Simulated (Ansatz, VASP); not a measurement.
**HfN in VASP and in Ansatz**

The input INCAR:

```
PREC = Accurate
ENCUT = 520
EDIFF = 1E-6
ISMEAR = 0
SIGMA = 0.15
LREAL = False
LASPH = True
NELM = 100
ALGO = Normal
ISIF = 2
LWAVE = False
LCHARG = True
GGA = PE
LELF = True
LVHAR = True
NBANDS = 14
```

KPOINTS

```
Automatic mesh
0
Gamma
  18 18 18
```

Contents of POSCAR:

```
HfN
1.0
    0.0000000000      2.3182987500      2.3182987500
    2.2590000000      0.0592987500      2.2590000000
    2.2590000000      2.2590000000      0.0592987500
Hf N
1 1
Direct
    0.0000000000      0.0000000000      0.0000000000
    0.5000000000      0.5000000000      0.5000000000
```

Input for Ansatz:

```yaml
crystal:
  lattice:
    - [0.0, 2.31829875, 2.31829875]
    - [2.259, 0.05929875, 2.259]
    - [2.259, 2.259, 0.05929875]
  atoms:
    - { symbol: Hf, position: [0.0, 0.0, 0.0] }
    - { symbol: "N", position: [0.5, 0.5, 0.5] }
basis:
  ecutwfc: 420
kpoints:
  mp_grid: { grid: [18, 18, 18] }
hamiltonian:
  xc: pbe
scf:
  occupations: { method: gaussian, width: 0.15 }
output:
  forces: true
  stress: true
  eigenvalues: true
```

Change from the starting cell: strain +0.0525 x Voigt [0, 0, 0, 1, 0, 0], atoms carried along.

Alike in both runs: task single point; functional PBE; k mesh 18 × 18 × 18; occupations gaussian, width 0.15 eV; no spin polarisation.

|  | VASP | Ansatz |
| --- | --- | --- |
| version | VASP 6.6.1 | Ansatz 0.2.0 |
| potentials or method | VASP PAW PBE potentials, release 64 (Hf_pv, N), cutoff 520 eV | scalar-relativistic, plane waves, PAW |
| valence electrons in the cell | 15 | 31 |

```csv
,VASP,Ansatz,Ansatz less VASP
gap on the k mesh at the Fermi level (eV),none,none,-
pressure (GPa),3.3,5.7,+2.40
"traceless stress, the component that is largest in VASP (GPa)",-6.49,-6.37,+0.119
```

A gap of «none» marks a metal or a gap that the smearing closes. The functional is the same, so the differences come from potentials, cutoffs and numerics. VASP's potentials hold 15 valence electrons a cell and Ansatz's 31, so a difference there can come from the potentials and not from the codes.

Spin-orbit coupling is off throughout.
